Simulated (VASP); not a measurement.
# Ir (Fm-3m) in VASP: a series of runs, part 2 of 2

VASP 6.6.1.

### Step 3. Single point, PBE, collinear spin, ferromagnetic start

INCAR reads:

```
ALGO = Normal
EDIFF = 1E-6
ENCUT = 520
GGA = PE
ISIF = 2
ISMEAR = -1
ISPIN = 2
LASPH = T
LCHARG = F
LMAXMIX = 4
LORBIT = 11
LREAL = F
LWAVE = F
MAGMOM = 0.5
NBANDS = 14
NELM = 150
NUPDOWN = 0.5
PREC = Accurate
SIGMA = 0.03
```

KPOINTS reads:

```
k-points
0
Gamma
  15 15 15
```

POSCAR reads:

```
Ir
1.0
    0.0000000000      1.9156000000      1.9156000000
    1.9156000000      0.0000000000      1.9156000000
    1.9156000000      1.9156000000      0.0000000000
Ir
1
Direct
    0.0000000000      0.0000000000      0.0000000000
```

Potentials or basis: VASP PAW PBE potentials, release 64 (Ir).

The run is started by

```
$ cat potpaw_PBE.64/Ir/POTCAR > POTCAR
$ mpirun -np 1 vasp_std > vasp.out
```

OUTCAR:

```text
EDIFF = 1E-6
   ENCUT = 520
   GGA = PE
   ISIF = 2
   ISMEAR = -1
   ISPIN = 2
   LASPH = T
   LORBIT = 11
   LREAL = F
   NELM = 150
   NUPDOWN = 0.5
   PREC = Accurate

 ion  position               nearest neighbor table
   1  0.000  0.000  0.000-

  LATTYP: Found a face centered cubic cell.
 ALAT       =     3.8312000000

  Lattice vectors:

 A1 = (   0.0000000000,   1.9156000000,   1.9156000000)
 A2 = (   1.9156000000,   0.0000000000,   1.9156000000)
[... 1023 lines left out ...]
  -------------------------------------------------------------------------------------
  Total        1.3244229      1.3244229      1.3244229      0.0000000      0.0000000      0.0000000
  in kB      150.9359837    150.9359837    150.9359837      0.0000000      0.0000000      0.0000000
  external PRESSURE =     150.9359837 kB  Pullay stress =       0.0000000 kB

 VOLUME and BASIS-vectors are now :
 -----------------------------------------------------------------------------
  energy-cutoff  :      520.00
  volume of cell :       14.06
      direct lattice vectors                 reciprocal lattice vectors
     0.000000000  1.915600000  1.915600000    -0.261014826  0.261014826  0.261014826
     1.915600000  0.000000000  1.915600000     0.261014826 -0.261014826  0.261014826
     1.915600000  1.915600000  0.000000000     0.261014826  0.261014826 -0.261014826

 POSITION                                       TOTAL-FORCE (eV/Angst)
 -----------------------------------------------------------------------------------
      0.00000      0.00000      0.00000        -0.000000      0.000000      0.000000
 -----------------------------------------------------------------------------------
    total drift:                                0.000000      0.000000     -0.000000

  FREE ENERGIE OF THE ION-ELECTRON SYSTEM (eV)
  ---------------------------------------------------
  free  energy   TOTEN  =        -8.7329425131 eV

  energy  without entropy=       -8.7292621934  energy(sigma->0) =       -8.73110235

 total charge

# of ion       s       p       d       tot
------------------------------------------
    1        0.678   0.748   6.998   8.424

 magnetization (x)

# of ion       s       p       d       tot
------------------------------------------
    1        0.002   0.008   0.480   0.489
```

OSZICAR:

```text
N       E                     dE             d eps       ncg     rms          rms(c)
DAV:   1     0.514151164751E+02    0.51415E+02   -0.41002E+03  6768   0.586E+02
DAV:   2    -0.803707388926E+01   -0.59452E+02   -0.55368E+02  7800   0.169E+02
DAV:   3    -0.925184451561E+01   -0.12148E+01   -0.12105E+01  8736   0.258E+01
DAV:   4    -0.926075090401E+01   -0.89064E-02   -0.89037E-02  8474   0.214E+00
DAV:   5    -0.926087861558E+01   -0.12771E-03   -0.12770E-03  8836   0.235E-01    0.160E+01
DAV:   6    -0.882668242853E+01    0.43420E+00   -0.60845E-01  9498   0.767E+00    0.688E+00
DAV:   7    -0.873932414823E+01    0.87358E-01   -0.22048E-01 10180   0.413E+00    0.238E+00
DAV:   8    -0.873607850156E+01    0.32456E-02   -0.28485E-03  8102   0.411E-01    0.112E+00
DAV:   9    -0.873313492743E+01    0.29436E-02   -0.31191E-03  9282   0.641E-01    0.337E-01
DAV:  10    -0.873293782107E+01    0.19711E-03   -0.14906E-04  8246   0.138E-01    0.133E-02
DAV:  11    -0.873294069092E+01   -0.28698E-05   -0.21598E-06  9394   0.119E-02    0.736E-03
DAV:  12    -0.873294236848E+01   -0.16776E-05   -0.80188E-07  7428   0.690E-03    0.297E-03
DAV:  13    -0.873294251309E+01   -0.14461E-06   -0.24708E-08  6906   0.128E-03
   1 F= -.87329425E+01 E0= -.87311024E+01  d E =-.368032E-02  mag=     0.5000
```

Wall time 68 s (1 thread of Intel Xeon 8259CL, shared host); peak memory 0.16 GiB.

What came out:

```
Free energy                                           : -8.7329 eV
Pressure                                              : 15.1 GPa
Net moment                                            : 0.50 μB per cell
Site moments                                          : Ir +0.49 μB
Valence electrons inside the program's atomic spheres : Ir 8.42
```

Caveat: the total moment is fixed, so each spin has its own Fermi level.

### Step 4. Single point, PBE, collinear spin, ferromagnetic start

INCAR reads:

```
PREC     = Accurate       # precision mode
ENCUT    = 520            # plane-wave cutoff, eV
EDIFF    = 1E-6           # SCF threshold, eV
ISMEAR   = -1             # smearing method
SIGMA    = 0.03           # smearing width, eV
LREAL    = F              # projectors in reciprocal space
LASPH    = T              # aspherical terms in the spheres
NELM     = 150            # most SCF steps
ALGO     = Normal         # electronic algorithm
ISIF     = 2              # what is computed and relaxed
LWAVE    = F              # write WAVECAR
LCHARG   = F              # write CHGCAR
ISPIN    = 2              # spin polarisation
MAGMOM   = 0.75           # initial moments
LORBIT   = 11             # projections on sites
NUPDOWN  = 0.75           # fixed moment
LMAXMIX  = 4              # l up to which the mixer works
GGA      = PE             # functional
NBANDS   = 14             # bands
```

KPOINTS reads:

```
regular mesh
0
Gamma
  15 15 15
```

POSCAR is that of step 3.

The run is started by

```
$ cat potpaw_PBE.64/Ir/POTCAR > POTCAR
$ mpirun -np 1 vasp_std > vasp.out
```

It took 68 s on 1 thread of Intel Xeon 8259CL, shared host; peak memory 0.16 GiB.

It converged, with:

```
Free energy                                           : -8.6294 eV
Pressure                                              : 18.2 GPa
Net moment                                            : 0.75 μB per cell
Site moments                                          : Ir +0.73 μB
Valence electrons inside the program's atomic spheres : Ir 8.43
```

Caveat: the total moment is fixed, so each spin has its own Fermi level.

### Step 5. Overview

```csv
fixed moment (μB),pressure (GPa),moment (μB)
-,12.1,0.00
0.5,15.1,0.50
0.75,18.2,0.75
```

Alike in all rows: task single point; level PBE; potentials or basis VASP PAW PBE potentials, release 64 (Ir); spin collinear, ferromagnetic start; cell as given; k mesh 15 × 15 × 15; cutoff (eV) 520; smearing fermi-dirac 0.03 eV.

Caveats: the total moment is fixed, so each spin has its own Fermi level (some runs).

Absolute energies hang on the potentials; compare differences alone.
